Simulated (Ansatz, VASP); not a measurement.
# Fe: VASP beside Ansatz

```
Fe
1.0
    -1.34982    1.34982    1.34982
     1.34982   -1.34982    1.34982
     1.34982    1.34982   -1.34982
Fe
1
Direct
  0.00000 0.00000 0.00000
```

Alike in both runs: task single point; functional LDA; k mesh 16 × 16 × 16; no spin polarisation.

|  | VASP | Ansatz |
| --- | --- | --- |
| version | VASP 6.6.1 | Ansatz 0.2.0 |
| potentials or method | VASP PAW LDA potentials, release 64 (Fe), cutoff 600 eV | plane waves (420 eV) with PAW, scalar-relativistic |
| occupations | methfessel-paxton of order 1, width 0.2 eV | cold, width 0.2 eV |
| valence electrons in the cell | 8 | 16 |

```tsv
	VASP	Ansatz	Ansatz less VASP
pressure (GPa)	-1.5	-1.0	+0.48
```

Ansatz warns that its potentials were made for another functional, while VASP's fit it. LDA's correlation is that of Perdew and Zunger in VASP and of Perdew and Wang (1992) in Ansatz. VASP's potentials hold 8 valence electrons a cell and Ansatz's 16, so a difference there can come from the potentials and not from the codes.
